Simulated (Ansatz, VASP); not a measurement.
# TaN in VASP and in Ansatz

POSCAR

```
TaN
1.0
    0.0000000000      2.1790013100      2.1790013100
    2.1790013100      0.0000000000      2.1790013100
    2.1790013100      2.1790013100      0.0000000000
Ta N
1 1
Direct
    0.5000000000      0.5000000000      0.5000000000
    0.0000000000      0.0000000000      0.0000000000
```

Contents of INCAR.step1:

```
PREC     = Accurate       # precision mode
ENCUT    = 600            # plane-wave cutoff, eV
ISMEAR   = -1             # smearing method
SIGMA    = 0.05           # smearing width, eV
LREAL    = F              # projectors in reciprocal space
LASPH    = T              # aspherical terms in the spheres
NELM     = 150            # most SCF steps
LMAXMIX  = 4              # l up to which the mixer works
LDAU     = T              # DFT+U
LDAUTYPE = 2            
LDAUL    = 2 -1           # shell
LDAUU    = 8 0            # U, eV
LDAUJ    = 0 0          
GGA      = PE             # functional
ALGO     = Normal         # electronic algorithm
EDIFF    = 1E-4           # SCF threshold, eV
LWAVE    = T              # write WAVECAR
LCHARG   = F              # write CHGCAR
```

INCAR.step2

```
PREC     = Accurate       # precision mode
ENCUT    = 600            # plane-wave cutoff, eV
EDIFF    = 1E-7           # SCF threshold, eV
ISMEAR   = -1             # smearing method
SIGMA    = 0.05           # smearing width, eV
LREAL    = F              # projectors in reciprocal space
LASPH    = T              # aspherical terms in the spheres
NELM     = 150            # most SCF steps
ALGO     = Normal         # electronic algorithm
ISIF     = 3              # what is computed and relaxed
LWAVE    = F              # write WAVECAR
LCHARG   = F              # write CHGCAR
LMAXMIX  = 4              # l up to which the mixer works
LDAU     = T              # DFT+U
LDAUTYPE = 2            
LDAUL    = 2 -1           # shell
LDAUU    = 8 0            # U, eV
LDAUJ    = 0 0          
LDAUPRINT= 1            
METAGGA  = R2SCAN         # meta-GGA
LMIXTAU  = T            
IBRION   = 2              # ionic algorithm
NSW      = 60             # ionic steps
EDIFFG   = -0.01          # ionic threshold
ISTART   = 1
```

The input KPOINTS:

```
Automatic mesh
0
Gamma
  10 10 10
```

Contents of input.yaml:

```yaml
crystal:
  lattice:
    - [0.0, 2.17900131, 2.17900131]
    - [2.17900131, 0.0, 2.17900131]
    - [2.17900131, 2.17900131, 0.0]
  atoms:
    - { symbol: Ta, position: [0.5, 0.5, 0.5] }
    - { symbol: "N", position: [0.0, 0.0, 0.0] }
hamiltonian:
  xc: r2scan
  pseudopotentials: { kind: paw }
  hubbard: { sites: [{ species: Ta, l: d, u_eff: 8.0 }] }
kpoints:
  mp_grid: { grid: [10, 10, 10] }
scf:
  occupations: { method: fermi_dirac, width: 0.05 }
output:
  forces: true
  stress: true
  eigenvalues: true
relax:
  f_tol: 0.01
  max_steps: 40
  cell: { stress_tol: 0.05 }
```

Alike in both runs: task relaxation of cell and atoms; functional r2SCAN; k mesh 10 × 10 × 10; occupations fermi-dirac, width 0.05 eV; no spin polarisation; Hubbard terms Ta d U = 8.0 eV.

|  | VASP | Ansatz |
| --- | --- | --- |
| version | VASP 6.6.1 | Ansatz 0.2.0 |
| potentials or method | VASP PAW PBE potentials, release 64 (Ta_pv, N) | Ansatz PAW |
| plane-wave cutoff (eV) | 600 | 500 |
| valence electrons in the cell | 16 | 18 |

Ansatz gave:

- gap on the k mesh at the Fermi level, each at its own relaxed structure (eV): none
- relaxed volume (Å³/atom): 10.90
- relaxed cell length with the largest relative difference (Å): 3.135

Problem. Which values does VASP return?

Solution. gap on the k mesh at the Fermi level, each at its own relaxed structure (eV): none; relaxed volume (Å³/atom): 11.47; relaxed cell length with the largest relative difference (Å): 3.189.

VASP's potentials were made for PBE, not for r2SCAN. The programs project onto different local orbitals, so the same U acts differently, and such runs can settle in different states. A gap of «none» marks a metal or a gap that the smearing closes. VASP's potentials hold 16 valence electrons a cell and Ansatz's 18, so a difference there can come from the potentials and not from the codes.

Spin-orbit coupling is off throughout. Noted on Ansatz's run: the plane-wave basis is chosen anew once the cell has moved, so the energies of steps on either side of that aren't comparable.
